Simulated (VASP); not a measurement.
Set up this calculation in VASP 6.6.1, as the native input.

| Item | Value |
| --- | --- |
| Task | single point |
| Functional | PBE |
| Potentials or basis | VASP PAW PBE potentials, release 64 (Be, S) |
| Cutoff | 520 eV |
| k mesh | 12 × 12 × 6 |
| Occupations | gaussian, width 0.1 eV |
| Spin | no spin polarisation |
| Dipole correction | no |
| Further INCAR settings | ALGO = Normal; EDIFF = 1e-06; NBANDS = 17 |

The structure of Be3S2 lies in POSCAR:

```
Be3S2
1.0
    3.0534547423      0.0000000000      0.0000000000
    0.0000000000      3.0534547423      0.0000000000
    0.0000000000      0.0000000000      6.7159431194
Be S
3 2
Direct
    0.0000000000      0.0000000000      0.6739658112
    0.0000000000      0.0000000000      0.0000000000
    0.0000000000      0.0000000000      0.3260341888
    0.5000000000      0.5000000000      0.7598978859
    0.5000000000      0.5000000000      0.2401021141
```

These files were run (other wordings do the same):

INCAR

```
SYSTEM = Be3S2
PREC = Accurate
ENCUT = 520
EDIFF = 1E-6
ISMEAR = 0
SIGMA = 0.1
LREAL = .FALSE.
LASPH = .TRUE.
NELM = 80
ALGO = Normal
ISIF = 2
LWAVE = .FALSE.
LCHARG = .FALSE.
GGA = PE
NBANDS = 17
```

KPOINTS

```
Automatic mesh
0
G
  12 12 6
  0 0 0
```

Potentials or basis: VASP PAW PBE potentials, release 64 (Be, S).

Launch:

```bash
$ cat potpaw_PBE.64/Be/POTCAR potpaw_PBE.64/S/POTCAR > POTCAR
$ mpirun -np 1 vasp_std > vasp.out
```

It gave:

```json
{
  "Pressure": "0.0 GPa",
  "Largest force": "0.008 eV/Å",
  "Band gap on the k mesh": "zero (band 9 reaches 8.38 eV, above the bottom of band 10 at 4.64 eV)"
}
```

Wall time 110 s on 1 thread of AMD EPYC 7R43 64-Core Processor (Zen 3) (shared host), peak memory 0.2 GiB.
